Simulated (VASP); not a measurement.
Input of a VASP 6.6.1 run:

File INCAR:

```
SYSTEM = Ge
PREC = Accurate
ENCUT = 520
EDIFF = 1E-6
ISMEAR = 0
SIGMA = 0.1
LREAL = .FALSE.
LASPH = .TRUE.
NELM = 60
ALGO = Normal
ISIF = 2
LWAVE = .FALSE.
LCHARG = .FALSE.
GGA = PE
NBANDS = 51
```

Contents of KPOINTS:

```
regular mesh
0
G
  6 6 14
  0 0 0
```

POSCAR

```
Ge
1.0
    6.8213050381      0.0000000000      0.0000000000
    0.0000000000      6.8213050381      0.0000000000
    0.0000000000      0.0000000000      2.7067863407
Ge
6
Direct
    0.5000000000      0.5000000000      0.0000000000
    0.0000000000      0.0000000000      0.0000000000
    0.8661119800      0.6338880200      0.0000000000
    0.1338880200      0.3661119800      0.0000000000
    0.6338880200      0.1338880200      0.0000000000
    0.3661119800      0.8661119800      0.0000000000
```

Potentials or basis: VASP PAW PBE potentials, release 64 (Ge_d).

Launch:

```bash
$ cat potpaw_PBE.64/Ge_d/POTCAR > POTCAR
$ mpirun -np 1 vasp_std > vasp.out
```

(1) What does it give for the pressure?

(2) Predict the band gap on the k mesh.

Answers

(1) -0.1 GPa.

(2) zero (bands 42 and 43 overlap by 3.26 eV).
